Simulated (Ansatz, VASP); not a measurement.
# Two plane-wave programs on K

```
K
1.0
     4.55039    0.00000    0.00000
     0.00000    4.55039    0.00000
     0.00000    0.00000    3.86783
K
1
Direct
  0.00000 0.00000 0.00000
```

Alike in both runs: task single point; functional PBE; k mesh 12 × 12 × 12; occupations gaussian, width 0.15 eV; no spin polarisation.

|  | VASP | Ansatz |
| --- | --- | --- |
| version | VASP 6.6.1 | Ansatz 0.2.0 |
| potentials or method | VASP PAW PBE potentials, release 64 (K_sv), cutoff 520 eV | scalar-relativistic, plane waves, PAW |
| valence electrons in the cell | 9 | 9 |

|  | VASP | Ansatz | Ansatz less VASP |
| --- | --- | --- | --- |
| gap on the k mesh at the Fermi level (eV) | none | none | - |
| pressure (GPa) | 0.1 | 0.1 | +0.01 |
| traceless stress, the component that is largest in VASP (GPa) | 1.07 | 1.07 | -0.001 |

A gap of «none» marks a metal or a gap that the smearing closes. The functional is the same, so the differences come from potentials, cutoffs and numerics.
